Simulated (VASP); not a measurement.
Ta2Sn3, 5 atoms in the cell. It takes space group P-3m1 (No. 164, trigonal). The conventional cell has a = 4.740 Å, b = 4.740 Å, c = 5.750 Å, α = 90.00°, β = 90.00°, γ = 120.00°. Within 3.8 Å of Ta (site symmetry 3m) lie 8 Sn at 2.87 to 2.98 Å and 3 Ta at 3.23 Å. Within 3.8 Å of Sn (site symmetry -3m) lie 6 Ta at 2.87 Å and 6 Sn at 3.40 Å. Within 3.8 Å of Sn (site symmetry 3m) lie 5 Ta at 2.87 to 2.98 Å and 6 Sn at 3.22 to 3.40 Å. 

```yaml
Program: VASP 6.6.1
Task: relaxation of cell and atoms
Functional: PBE
Potentials_or_basis: VASP PAW PBE potentials, release 64 (Ta_pv, Sn_d)
Cutoff: 600 eV
k_mesh: 4 × 4 × 3
Occupations: gaussian, width 0.2 eV
Spin: no spin polarisation
Dipole_correction: no
Further_INCAR_settings: ALGO = Fast; EDIFF = 1e-06; IBRION = 2; EDIFFG = -0.08; NSW = 36; ISIF = 3
```

Potentials or basis: VASP PAW PBE potentials, release 64 (Ta_pv, Sn_d).

Run with:

```sh
$ cat potpaw_PBE.64/Ta_pv/POTCAR potpaw_PBE.64/Sn_d/POTCAR > POTCAR
$ mpirun -np 1 vasp_std > vasp.out
```

Hardware: 1 thread of Intel(R) Xeon(R) 6975P-C (Granite Rapids) (shared host).

Q: How long does it take, and how much memory?

A: Wall time 4.6 min on 1 thread of Intel(R) Xeon(R) 6975P-C (Granite Rapids) (shared host), peak memory 0.3 GiB. Counts: scf iterations 124, k points 9, ion steps 13.
